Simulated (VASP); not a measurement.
Set up this calculation in VASP 6.6.1, as the native input.

- Task: relaxation of shape and atoms at fixed volume
- Functional: r2SCAN
- Dispersion: D3(BJ)
- Potentials or basis: VASP PAW PBE potentials, release 64 (B, N)
- Cutoff: 660 eV
- k mesh: 10 × 10 × 4
- Occupations: gaussian, width 0.05 eV
- Spin: no spin polarisation
- Dipole correction: no
- Further INCAR settings: ALGO = Normal; EDIFF = 1e-07; IBRION = 2; EDIFFG = -0.01; NSW = 60; ISIF = 4

Crystal: BN.

```xyz
4
Lattice="2.4458 0.0000 0.0000 -1.2229 2.1181 0.0000 0.0000 0.0000 5.7632" Properties=species:S:1:pos:R:3 pbc="T T T"
B     0.0000    1.4121    1.4408
B     1.2229    0.7060    4.3224
N     0.0000    1.4121    4.3224
N     1.2229    0.7060    1.4408
```

One way to write it, as run:

POSCAR

```
BN
1.0
    2.4457616567      0.0000000000      0.0000000000
   -1.2228808283      2.1180917263      0.0000000000
    0.0000000000      0.0000000000      5.7631708199
B N
2 2
Direct
    0.3333333333      0.6666666667      0.2500000000
    0.6666666667      0.3333333333      0.7500000000
    0.3333333333      0.6666666667      0.7500000000
    0.6666666667      0.3333333333      0.2500000000
```

INCAR.step1

```
ALGO = Normal
EDIFF = 1E-5
EDIFFG = -0.005
ENCUT = 660
GGA = PE
GGA_COMPAT = False
IBRION = 2
ISIF = 3
ISMEAR = 0
LASPH = True
LCHARG = False
LREAL = False
LWAVE = True
NELM = 120
NELMIN = 4
NSW = 100
PREC = Accurate
SIGMA = 0.05
```

INCAR.step2

```
ALGO = Normal
EDIFF = 1E-7
EDIFFG = -0.01
ENCUT = 660
GGA_COMPAT = False
IBRION = 2
ISIF = 4
ISMEAR = 0
ISTART = 1
IVDW = 12
LASPH = True
LCHARG = False
LMIXTAU = True
LREAL = False
LWAVE = False
METAGGA = R2SCAN
NELM = 120
NELMIN = 4
NSW = 60
PREC = Accurate
SIGMA = 0.05
VDW_A1 = 0.49484001
VDW_A2 = 5.73083694
VDW_S6 = 1.0
VDW_S8 = 0.78981345
```

KPOINTS

```
k-points
0
Gamma
  10 10 4
```

Potentials or basis: VASP PAW PBE potentials, release 64 (B, N).

The run is started by

```sh
$ cat potpaw_PBE.64/B/POTCAR potpaw_PBE.64/N/POTCAR > POTCAR
$ cp INCAR.step1 INCAR
$ mpirun -np 1 vasp_std > vasp.out
$ cp INCAR.step2 INCAR
$ mpirun -np 1 vasp_std > vasp.out
```

It gave:

```yaml
Energy_gained_by_relaxing: 13.1 meV/atom
Ionic_steps: 3
Pressure_after_relaxing: 12.3 GPa
Band_gap_on_the_k_mesh: 4.73 eV (least direct gap 5.01 eV)
Dispersion_energy_per_atom: -0.083 eV
```

Caveat: the PAW data sets were made with another functional, which shifts forces and pressure a little.

It took 8 min on 1 thread of Intel Xeon 8259CL (shared host), peak memory 0.18 GiB.
